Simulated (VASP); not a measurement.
# Ca (Pm-3m) in VASP: further runs, part 3 of 3

VASP 6.6.1.

**4. Relaxation of cell and atoms, PBE, target pressure 5 GPa, at which the enthalpy is minimised**

This run uses another cell than the first one, of 47.83 Å³/atom.

File INCAR:

```
PREC     = Accurate       # precision mode
ENCUT    = 600            # plane-wave cutoff, eV
EDIFF    = 1E-6           # SCF threshold, eV
ISMEAR   = -1             # smearing method
SIGMA    = 0.05           # smearing width, eV
LREAL    = False          # projectors in reciprocal space
LASPH    = True           # aspherical terms in the spheres
NELM     = 80             # most SCF steps
ALGO     = Normal         # electronic algorithm
ISIF     = 3              # what is computed and relaxed
LWAVE    = False          # write WAVECAR
LCHARG   = False          # write CHGCAR
GGA      = PE             # functional
IBRION   = 2              # ionic algorithm
NSW      = 80             # ionic steps
EDIFFG   = -0.03          # ionic threshold
PSTRESS  = 50.0
```

File KPOINTS:

```
regular mesh
0
Gamma
  6 6 6
```

File POSCAR:

```
Ca
1.0
    3.6300000000      0.0000000000      0.0000000000
    0.0000000000      3.6300000000      0.0000000000
    0.0000000000      0.0000000000      3.6300000000
Ca
1
Direct
    0.0000000000      0.0000000000      0.0000000000
```

Potentials or basis: VASP PAW PBE potentials, release 64 (Ca_sv).

Started as:

```sh
$ cat potpaw_PBE.64/Ca_sv/POTCAR > POTCAR
$ mpirun -np 1 vasp_std > vasp.out
```

OUTCAR:

```text
PREC = Accurate
   ENCUT = 600
   EDIFF = 1E-6
   ISMEAR = -1
   LREAL = False
   LASPH = True
   NELM = 80
   ISIF = 3
   GGA = PE
   IBRION = 2
   NSW = 80
   EDIFFG = -0.03
   PSTRESS = 50.0

 ion  position               nearest neighbor table
   1  0.000  0.000  0.000-

  LATTYP: Found a simple cubic cell.
 ALAT       =     3.6300000000

  Lattice vectors:

 A1 = (   3.6300000000,   0.0000000000,   0.0000000000)
 A2 = (   0.0000000000,   3.6300000000,   0.0000000000)
 A3 = (   0.0000000000,   0.0000000000,   3.6300000000)

[... 171 lines left out ...]

  FORCE on cell =-STRESS in cart. coord.  units (eV):
  Direction    XX          YY          ZZ          XY          YZ          ZX
  --------------------------------------------------------------------------------------
  -------------------------------------------------------------------------------------
  Total       -0.2850562     -0.2850562     -0.2850562      0.0000000      0.0000000     -0.0000000
  in kB       -9.5481924     -9.5481924     -9.5481924      0.0000000      0.0000000     -0.0000000
  external PRESSURE =     -59.5481924 kB  Pullay stress =      50.0000000 kB
[... 98 lines left out ...]
--------------------------------------- Ionic step        4  -------------------------------------------

 number of electron       9.9999999 magnetization

 Free energy of the ion-electron system (eV)
  ---------------------------------------------------
  ext. energy  EPLUGINS =         0.00000000
  ---------------------------------------------------
  free energy    TOTEN  =        -1.40564644 eV

  energy without entropy =       -1.40013400  energy(sigma->0) =       -1.40289022

 E-fermi :   2.7950     XC(G=0):  -8.4991

 val. band max:        2.5958802048   @ k =   0.5000   0.0000   0.0000
 cond. band min:       2.8476282646   @ k =   0.5000   0.3333   0.3333
 fundamental gap:      0.2517480598
 Fermi energy:         2.7949633594

 k-point     1 :       0.0000    0.0000    0.0000
  band No.  band energies     occupation
      1     -38.9025      2.00000
      2     -19.6816      2.00000
      3     -19.6816      2.00000
      4     -19.6816      2.00000
      5      -1.2982      2.00000
      6       3.6409      0.00000
      7       3.6409      0.00000
      8       7.9013      0.00000
      9       7.9013      0.00000
[... 258 lines left out ...]
  energy  without entropy=       -1.4001340045  energy(sigma->0) =       -1.40289022

  enthalpy is  TOTEN    =        -0.3701965658 eV   P V=        1.0354498741

 reached required accuracy - stopping structural energy minimisation
```

Run time: 33 s. Hardware: 1 thread of AMD EPYC 7R43 (Zen 3), shared host; peak memory 0.14 GiB.

What came out:

```yaml
Free_energy: -1.4056 eV
Relaxed_volume: 33.18 Å³/atom
Relaxed_cell: a = 3.213 Å, b = 3.213 Å, c = 3.213 Å, α = 90.00°, β = 90.00°, γ = 90.00°
Space_group_after_relaxing_to_0.1_Å: Pm-3m (No. 221)
Energy_change_on_relaxing_the_run_minimises_the_enthalpy: +131.9 meV/atom
Ionic_steps: 4
Pressure_after_relaxing: 5.0 GPa
Band_gap_on_the_k_mesh: zero (bands 5 and 6 overlap by 0.90 eV)
```

Step by step:
```tsv
step	energy change (eV)	largest force (eV/Å)	pressure (GPa)	volume (Å³)
1	0.0000	0.0000	-0.95	47.83
2	0.0499	0.0000	2.84	36.55
3	0.1232	0.0000	4.80	33.46
4	0.1319	0.0000	5.03	33.18
```

Final structure:
```xyz
1
Lattice="3.2133 0.0000 0.0000 0.0000 3.2133 0.0000 0.0000 0.0000 3.2133" Properties=species:S:1:pos:R:3 pbc="T T T"
Ca    0.0000    0.0000    0.0000
```

Levels at points of the mesh, in eV from the Fermi level:
| k point | band 2 | band 3 | band 4 | band 5 | band 6 | band 7 | band 8 | band 9 |
| --- | --- | --- | --- | --- | --- | --- | --- | --- |
| (0.00, 0.00, 0.00) | -22.48 | -22.48 | -22.48 | -4.09 | 0.85 | 0.85 | 5.11 | 5.11 |
| (0.50, 0.00, 0.00) | -22.96 | -22.43 | -22.43 | -0.92 | -0.20 | 1.50 | 3.44 | 3.44 |
| (0.50, 0.50, 0.00) | -22.89 | -22.89 | -22.39 | -0.75 | 1.34 | 3.43 | 3.43 | 3.84 |
| (0.50, 0.50, 0.50) | -22.82 | -22.82 | -22.82 | 0.59 | 0.59 | 0.59 | 6.14 | 6.14 |

Caveat: the cell is relaxed towards a set pressure, so the run minimises the enthalpy, not the energy; the volume moved by over 15 % at a fixed basis, so the end points are rough.

**5. Relaxation of cell and atoms, PBE, target pressure 10 GPa, at which the enthalpy is minimised**

This run uses another cell than the first one, of 47.83 Å³/atom.

File INCAR:

```
PREC = Accurate
ENCUT = 600
EDIFF = 1E-6
ISMEAR = -1
SIGMA = 0.05
LREAL = False
LASPH = True
NELM = 100
ALGO = Normal
ISIF = 3
LWAVE = False
LCHARG = False
GGA = PE
IBRION = 2
NSW = 80
EDIFFG = -0.03
PSTRESS = 100.0
```

File KPOINTS:

```
Automatic mesh
0
Gamma
  6 6 6
```

POSCAR is that of step 4.

Started as:

```sh
$ cat potpaw_PBE.64/Ca_sv/POTCAR > POTCAR
$ mpirun -np 1 vasp_std > vasp.out
```

Run time: 32 s. Hardware: 1 thread of AMD EPYC 7R43 (Zen 3), shared host; peak memory 0.14 GiB.

Results (log left out):

```
Free energy                                                : -1.1818 eV
Relaxed volume                                             : 28.32 Å³/atom
Relaxed cell                                               : a = 3.048 Å, b = 3.048 Å, c = 3.048 Å, α = 90.00°, β = 90.00°, γ = 90.00°
Space group after relaxing (to 0.1 Å)                      : Pm-3m (No. 221)
Energy change on relaxing (the run minimises the enthalpy) : +355.7 meV/atom
Ionic steps                                                : 3
Pressure after relaxing                                    : 9.9 GPa
Band gap on the k mesh                                     : zero (bands 5 and 6 overlap by 0.57 eV)
```

Step by step:
```tsv
step	energy change (eV)	largest force (eV/Å)	pressure (GPa)	volume (Å³)
1	0.0000	0.0000	-0.95	47.83
2	0.3398	0.0000	9.62	28.58
3	0.3557	0.0000	9.89	28.32
```

Final structure:
```
Ca
1.0
     3.04793    0.00000    0.00000
     0.00000    3.04793    0.00000
     0.00000    0.00000    3.04793
Ca
1
Direct
  0.00000 0.00000 0.00000
```

Levels at points of the mesh, in eV from the Fermi level:
```csv
k point,band 3,band 4,band 5,band 6,band 7,band 8
"(0.00, 0.00, 0.00)",-22.03,-22.03,-4.15,0.85,0.85,5.85
"(0.50, 0.00, 0.00)",-21.96,-21.96,-0.66,0.14,1.62,3.84
"(0.50, 0.50, 0.00)",-22.67,-21.90,-1.04,1.66,4.32,4.32
"(0.50, 0.50, 0.50)",-22.57,-22.57,0.51,0.51,0.51,6.71
```

Caveat: the cell is relaxed towards a set pressure, so the run minimises the enthalpy, not the energy; the volume moved by over 15 % at a fixed basis, so the end points are rough.

**6. Relaxation of cell and atoms, PBE, target pressure 20 GPa, at which the enthalpy is minimised**

This run uses another cell than the first one, of 47.83 Å³/atom.

File INCAR:

```
PREC     = Accurate       # precision mode
ENCUT    = 600            # plane-wave cutoff, eV
EDIFF    = 1E-6           # SCF threshold, eV
ISMEAR   = -1             # smearing method
SIGMA    = 0.05           # smearing width, eV
LREAL    = False          # projectors in reciprocal space
LASPH    = True           # aspherical terms in the spheres
NELM     = 80             # most SCF steps
ALGO     = Normal         # electronic algorithm
ISIF     = 3              # what is computed and relaxed
LWAVE    = False          # write WAVECAR
LCHARG   = False          # write CHGCAR
GGA      = PE             # functional
IBRION   = 2              # ionic algorithm
NSW      = 80             # ionic steps
EDIFFG   = -0.03          # ionic threshold
PSTRESS  = 200.0
```

File KPOINTS:

```
regular mesh
0
Gamma
  6 6 6
```

POSCAR is that of step 5.

Potentials or basis: VASP PAW PBE potentials, release 64 (Ca_sv).

Started as:

```sh
$ cat potpaw_PBE.64/Ca_sv/POTCAR > POTCAR
$ mpirun -np 1 vasp_std > vasp.out
```

Run time: 69 s. Hardware: 1 thread of AMD EPYC 7R43 (Zen 3), shared host; peak memory 0.14 GiB.

The run converged. Its results:

| Property | Result |
| --- | --- |
| Free energy | -0.7083 eV |
| Relaxed volume | 22.87 Å³/atom |
| Relaxed cell | a = 2.838 Å, b = 2.838 Å, c = 2.838 Å, α = 90.00°, β = 90.00°, γ = 90.00° |
| Space group after relaxing (to 0.1 Å) | Pm-3m (No. 221) |
| Energy change on relaxing (the run minimises the enthalpy) | +829.2 meV/atom |
| Ionic steps | 7 |
| Pressure after relaxing | 20.0 GPa |
| Band gap on the k mesh | zero (filled and empty bands touch) |

The path:
```
step  energy change (eV)  largest force (eV/Å)  pressure (GPa)  volume (Å³)
   1              0.0000                0.0000           -0.95        47.83
   2              2.2716                0.0000           56.89        16.28
   3              0.7552                0.0000           18.28        23.49
   4              0.8150                0.0000           19.67        22.98
   5              0.8630                0.0000           20.80        22.60
   6              0.8186                0.0000           19.75        22.95
   7              0.8292                0.0000           20.00        22.87
```

Final structure:
```
CELL_PARAMETERS angstrom
2.83834 0.00000 0.00000
0.00000 2.83834 0.00000
0.00000 0.00000 2.83834
ATOMIC_POSITIONS crystal
Ca 0.00000 0.00000 0.00000
```

Levels at points of the mesh, in eV from the Fermi level:
```csv
k point,band 2,band 3,band 4,band 5,band 6,band 7,band 8,band 9
"(0.00, 0.00, 0.00)",-21.74,-21.74,-21.74,-4.39,0.47,0.47,6.63,6.63
"(0.50, 0.00, 0.00)",-23.10,-21.62,-21.62,-0.50,0.51,1.40,4.08,4.08
"(0.50, 0.50, 0.00)",-22.86,-22.86,-21.50,-1.84,1.80,4.71,4.71,5.53
"(0.50, 0.50, 0.50)",-22.65,-22.65,-22.65,0.02,0.02,0.02,7.03,8.21
```

Caveat: the cell is relaxed towards a set pressure, so the run minimises the enthalpy, not the energy; the volume moved by over 15 % at a fixed basis, so the end points are rough.

**7. Summary**

```tsv
task	cell	cutoff (eV)	gap on the mesh (eV)	pressure (GPa)
single point	a = 3.531 Å, 1 atom	520	none	0.0
relaxation of cell and atoms	relaxed from a = 3.630 Å, 1 atom	600	none	-0.1
relaxation of cell and atoms	relaxed to 5 GPa from a = 3.630 Å, 1 atom	600	none	5.0
relaxation of cell and atoms	relaxed to 10 GPa from a = 3.630 Å, 1 atom	600	none	9.9
relaxation of cell and atoms	relaxed to 20 GPa from a = 3.630 Å, 1 atom	600	none	20.0
```

Alike in all rows: level PBE; potentials or basis VASP PAW PBE potentials, release 64 (Ca_sv); no spin polarisation; k mesh 6 × 6 × 6; smearing fermi-dirac 0.05 eV.

Caveats: the cell is relaxed towards a set pressure, so the run minimises the enthalpy, not the energy (at least some runs); the volume moved by over 15 % at a fixed basis, so the end points are rough (at least some runs).

Total energies depend on the potentials used, so only differences within one code and one set of settings carry meaning.
